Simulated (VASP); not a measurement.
Sr2PbSe3: single point with PBEsol

Sr2PbSe3:

```
Sr Pb Se
1.0
     4.36368    0.00000    0.00000
    -2.18184    3.77906    0.00000
     0.00000    0.00000   10.70820
Sr Pb Se
2 1 3
Cartesian
  0.0000 2.5194 8.9126
  2.1818 1.2597 1.7956
  0.0000 0.0000 5.3541
  0.0000 2.5194 3.5723
  2.1818 1.2597 7.1359
  0.0000 0.0000 0.0000
```

- Program: VASP 6.6.1
- Task: single point
- Functional: PBEsol
- Potentials or basis: VASP PAW PBE potentials, release 64 (Sr_sv, Pb_d, Se)
- Cutoff: 520 eV
- k mesh: 6 × 6 × 2
- Occupations: fermi-dirac, width 0.03 eV
- Spin: no spin polarisation
- Dipole correction: no
- Further INCAR settings: ALGO = Normal; EDIFF = 1e-06; NBANDS = 35

The pressure is 0.1 GPa. The largest force is 0.019 eV/Å. The band gap on the k mesh is 1.58 eV.

Forces on the atoms (eV/Å):
```
Sr   0.000  0.000  0.000
Sr   0.000  0.000  0.000
Pb   0.000  0.000  0.000
Se   0.000  0.000  0.019
Se   0.000  0.000 -0.019
Se   0.000  0.000  0.000
```

Levels at points of the mesh, in eV from the valence-band top:
| k point | band 24 | band 25 | band 26 | band 27 | band 28 | band 29 |
| --- | --- | --- | --- | --- | --- | --- |
| (0.00, 0.00, 0.00) | -0.73 | -0.64 | -0.64 | 1.81 | 3.21 | 3.21 |
| (0.50, 0.00, 0.00) | -1.21 | -1.07 | -1.02 | 2.12 | 2.54 | 3.76 |
| (0.00, 0.00, 0.50) | -0.50 | -0.50 | 0.00 | 1.58 | 3.06 | 3.06 |
| (0.50, 0.00, 0.50) | -1.28 | -0.91 | -0.54 | 2.33 | 2.54 | 3.47 |

Run time: 48 s on 1 thread of Intel(R) Xeon(R) 6975P-C (Granite Rapids), with other jobs on the host, peak memory 0.31 GiB.

Caveat: the PAW data sets were made with another functional, which shifts forces and pressure a little; spin-orbit coupling is left out, which moves the levels of the heavy elements. A k mesh can miss the band edges.
